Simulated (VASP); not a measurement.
# Ca2Ge2N (I4/mmm) in VASP: a series of runs, part 2 of 2

VASP 6.6.1. Earlier steps stand in the parts before.

**3. Single point, PBE**

This run uses another cell than the first one, of 19.25 Å³/atom.

INCAR

```
PREC = Accurate
ENCUT = 520
EDIFF = 1E-6
ISMEAR = 0
SIGMA = 0.1
LREAL = F
LASPH = T
NELM = 80
ALGO = Normal
ISIF = 2
LWAVE = F
LCHARG = T
GGA = PE
LELF = T
LVHAR = T
NBANDS = 34
```

KPOINTS

```
Automatic mesh
0
Gamma
  6 6 6
```

POSCAR

```
Ca2Ge2N
1.0
   -2.1815026800      2.1815026800      5.0569678200
    2.1815026800     -2.1815026800      5.0569678200
    2.1815026800      2.1815026800     -5.0569678200
Ca Ge N
2 2 1
Direct
    0.7500000000      0.2500000000      0.5000000000
    0.2500000000      0.7500000000      0.5000000000
    0.6309990300      0.6309990300      0.0000000000
    0.3690009700      0.3690009700      0.0000000000
    0.0000000000      0.0000000000      0.0000000000
```

Potentials or basis: VASP PAW PBE potentials, release 64 (Ca_sv, Ge_d, N).

Command:

```bash
cat potpaw_PBE.64/Ca_sv/POTCAR potpaw_PBE.64/Ge_d/POTCAR potpaw_PBE.64/N/POTCAR > POTCAR
mpirun -np 1 vasp_std > vasp.out
```

OUTCAR:

```text
PREC = Accurate
   ENCUT = 520
   EDIFF = 1E-6
   ISMEAR = 0
   LREAL = F
   LASPH = T
   NELM = 80
   ISIF = 2
   GGA = PE

 ion  position               nearest neighbor table
   1  0.750  0.250  0.500-   4 2.49   3 2.49   4 2.49   3 2.49   2 3.09   2 3.09   2 3.09   2 3.09

   2  0.250  0.750  0.500-   4 2.49   3 2.49   4 2.49   3 2.49   1 3.09   1 3.09   1 3.09   1 3.09

   3  0.631  0.631  0.000-   2 2.49   1 2.49   1 2.49   2 2.49   4 2.65
[... 1095 lines left out ...]
  --------------------------------------------------------------------------------------
  -------------------------------------------------------------------------------------
  Total       21.6102753     21.6102753      2.3523069      0.0000000      0.0000000      0.0000000
  in kB      359.6741268    359.6741268     39.1510025      0.0000000      0.0000000      0.0000000
  external PRESSURE =     252.8330854 kB  Pullay stress =       0.0000000 kB

 VOLUME and BASIS-vectors are now :
 -----------------------------------------------------------------------------
  energy-cutoff  :      520.00
  volume of cell :       96.26
      direct lattice vectors                 reciprocal lattice vectors
    -2.181502680  2.181502680  5.056967820     0.000000000  0.229199810  0.098873479
     2.181502680 -2.181502680  5.056967820     0.229199810  0.000000000  0.098873479
     2.181502680  2.181502680 -5.056967820     0.229199810  0.229199810  0.000000000

 POSITION                                       TOTAL-FORCE (eV/Angst)
 -----------------------------------------------------------------------------------
     -0.00000      2.18150      2.52848         0.000000      0.000000      0.000000
      2.18150     -0.00000      2.52848         0.000000      0.000000     -0.000000
      0.00000      0.00000      6.38188        -0.000000     -0.000000     -6.953385
      0.00000      0.00000      3.73205        -0.000000     -0.000000      6.953385
      0.00000      0.00000      0.00000         0.000000      0.000000      0.000000
 -----------------------------------------------------------------------------------
    total drift:                               -0.000000     -0.000000      0.000000

  FREE ENERGIE OF THE ION-ELECTRON SYSTEM (eV)
  ---------------------------------------------------
  free  energy   TOTEN  =       -11.8620599145 eV

  energy  without entropy=      -11.8324840453  energy(sigma->0) =      -11.84727198
```

Run time: 5.2 min. Hardware: 1 thread of Oxide Virtual Turin-like, shared host; peak memory 0.33 GiB.

Results:

* Free energy: -11.8621 eV
* Pressure: 25.3 GPa
* Largest force: 6.953 eV/Å
* Band gap on the k mesh: zero (an odd number of electrons rules out a gap without spin polarisation)

Forces in eV/Å, atoms in the order of the input:
```
Ca   0.000  0.000  0.000
Ca   0.000  0.000  0.000
Ge   0.000  0.000 -6.953
Ge   0.000  0.000  6.953
N    0.000  0.000  0.000
```

Levels at points of the mesh, in eV from the Fermi level:
| k point | band 23 | band 24 | band 25 | band 26 | band 27 | band 28 | band 29 | band 30 | band 31 | band 32 |
| --- | --- | --- | --- | --- | --- | --- | --- | --- | --- | --- |
| (0.00, 0.00, 0.00) | -2.09 | -2.09 | -1.96 | 0.67 | 0.67 | 0.86 | 0.86 | 0.94 | 2.13 | 4.37 |
| (0.50, 0.00, 0.00) | -1.58 | -1.48 | -0.80 | -0.77 | -0.06 | 0.06 | 0.72 | 1.16 | 2.93 | 3.35 |
| (0.50, 0.50, 0.00) | -2.28 | -1.90 | -1.57 | -0.97 | 0.05 | 0.63 | 0.93 | 2.27 | 2.93 | 3.03 |
| (0.50, 0.50, 0.50) | -1.45 | -1.45 | -0.74 | -0.40 | -0.40 | 0.79 | 0.87 | 0.87 | 0.98 | 3.52 |

Caveat: the stress differs along the axes, from 4 to 36 GPa; forces of over 1 eV/Å act on the atoms, so gaps and moduli don't describe the material at rest.

**4. Single point, PBE**

This run uses another cell than the first one, of 23.96 Å³/atom.

INCAR

```
SYSTEM = Ca2Ge2N
PREC = Accurate
ENCUT = 520
EDIFF = 1E-6
ISMEAR = 0
SIGMA = 0.1
LREAL = .False.
LASPH = .True.
NELM = 100
ALGO = Normal
ISIF = 2
LWAVE = .False.
LCHARG = .True.
GGA = PE
LELF = .True.
LVHAR = .True.
NBANDS = 34
```

KPOINTS

```
Automatic mesh
0
Gamma
  10 10 10
  0 0 0
```

POSCAR

```
Ca2Ge2N
1.0
   -2.9727047486      2.9727047486      3.3887592736
    2.9727047486     -2.9727047486      3.3887592736
    2.9727047486      2.9727047486     -3.3887592736
Ca Ge N
2 2 1
Direct
    0.7500000000      0.2500000000      0.5000000000
    0.2500000000      0.7500000000      0.5000000000
    0.7189419820      0.7189419820      0.0000000000
    0.2810580180      0.2810580180      0.0000000000
    0.0000000000      0.0000000000      0.0000000000
```

Command:

```bash
cat potpaw_PBE.64/Ca_sv/POTCAR potpaw_PBE.64/Ge_d/POTCAR potpaw_PBE.64/N/POTCAR > POTCAR
mpirun -np 1 vasp_std > vasp.out
```

Wall time 9.7 min (1 thread of Oxide Virtual Turin-like, shared host); peak memory 0.48 GiB.

Results (log left out):

| Item | Value |
| --- | --- |
| Free energy | -20.5592 eV |
| Pressure | 0.1 GPa |
| Largest force | 0.012 eV/Å |
| Band gap on the k mesh | zero (an odd number of electrons rules out a gap without spin polarisation) |

Forces on the atoms (eV/Å):
```
Ca   0.000  0.000  0.000
Ca   0.000  0.000  0.000
Ge   0.000  0.000  0.012
Ge   0.000  0.000 -0.012
N    0.000  0.000  0.000
```

Stress tensor (GPa, compression positive):
```
 0.11  0.00  0.00
 0.00  0.11  0.00
 0.00  0.00 -0.03
```

Levels at points of the mesh, in eV from the Fermi level:
```tsv
k point	band 23	band 24	band 25	band 26	band 27	band 28	band 29	band 30
(0.00, 0.00, 0.00)	-3.05	-1.65	-0.58	-0.58	-0.36	-0.36	-0.11	0.55
(0.50, 0.00, 0.00)	-3.44	-3.38	-2.14	-1.51	0.67	1.10	1.37	1.82
(0.50, 0.50, 0.00)	-3.19	-1.95	-1.64	-0.45	-0.28	-0.07	0.57	0.68
(0.50, 0.50, 0.50)	-3.88	-1.97	-0.13	-0.13	0.00	0.70	1.39	1.39
```

**5. Summary**

| cell | k mesh | gap on the mesh (eV) | pressure (GPa) | largest force (eV/Å) |
| --- | --- | --- | --- | --- |
| a = 5.387 Å, angles 113.2, 113.2, 102.3°, 5 atoms, atomic positions A | 6 × 6 × 6 | none | 0.2 | 0.03 |
| a = 5.924 Å, angles 136.8, 136.8, 62.8°, 5 atoms, atomic positions B | 6 × 6 × 6 | none | 25.3 | 6.95 |
| a = 5.400 Å, angles 113.2, 113.2, 102.3°, 5 atoms, atomic positions C | 10 × 10 × 10 | none | 0.1 | 0.01 |

Alike in all rows: task single point; level PBE; potentials or basis VASP PAW PBE potentials, release 64 (Ca_sv, Ge_d, N); no spin polarisation; cutoff (eV) 520; smearing gaussian 0.1 eV.

Caveats: the stress differs along the axes, from 4 to 36 GPa (at least some runs); forces of over 1 eV/Å act on the atoms, so gaps and moduli don't describe the material at rest (at least some runs).

Total energies depend on the potentials used, so only differences within one code and one set of settings carry meaning.
